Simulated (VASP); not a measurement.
Input of a VASP 6.6.1 run:

File POSCAR:

```
HfB
1.0
    0.0000000000      2.3100000000      2.3100000000
    2.3100000000      0.0000000000      2.3100000000
    2.3100000000      2.3100000000      0.0000000000
Hf B
1 1
Direct
    0.5000000000      0.5000000000      0.5000000000
    0.0000000000      0.0000000000      0.0000000000
```

Contents of INCAR.step1:

```
ALGO = Normal ; EDIFF = 1E-4
ENCUT = 520 ; GGA = PE
GGA_COMPAT = False ; ISMEAR = -1
LASPH = True ; LCHARG = False
LMAXMIX = 4 ; LREAL = False
LSORBIT = True ; LWAVE = True
MAGMOM = 0 0 0 0 0 0 ; NBANDS = 25
NELM = 150 ; PREC = Accurate
SIGMA = 0.05
```

The input INCAR.step2:

```
ALGO = Normal ; EDIFF = 1E-6
ENCUT = 520 ; GGA_COMPAT = False
ISIF = 2 ; ISMEAR = -1
ISTART = 1 ; LASPH = True
LCHARG = False ; LMAXMIX = 4
LMIXTAU = True ; LORBIT = 11
LORBMOM = True ; LREAL = False
LSORBIT = True ; LWAVE = False
MAGMOM = 0 0 0 0 0 0 ; METAGGA = R2SCAN
NBANDS = 25 ; NELM = 150
PREC = Accurate ; SIGMA = 0.05
```

The input KPOINTS:

```
k-points
0
Gamma
  10 10 10
```

Potentials or basis: VASP PAW PBE potentials, release 64 (Hf_pv, B).

Command:

```console
$ cat potpaw_PBE.64/Hf_pv/POTCAR potpaw_PBE.64/B/POTCAR > POTCAR
$ cp INCAR.step1 INCAR
$ mpirun -np 1 vasp_ncl > vasp.out
$ cp INCAR.step2 INCAR
$ mpirun -np 1 vasp_ncl > vasp.out
```

Task: Estimate the net moment.

Result: 0.00 μB per cell.

Task: Estimate the pressure.

Result: 29.1 GPa.

Moments on the atoms (μB; x, y, z):
```
Hf  0.00 0.00 0.00
B   0.00 0.00 0.00
```

Caveat: the PAW data sets were made with another functional, which shifts forces and pressure a little.
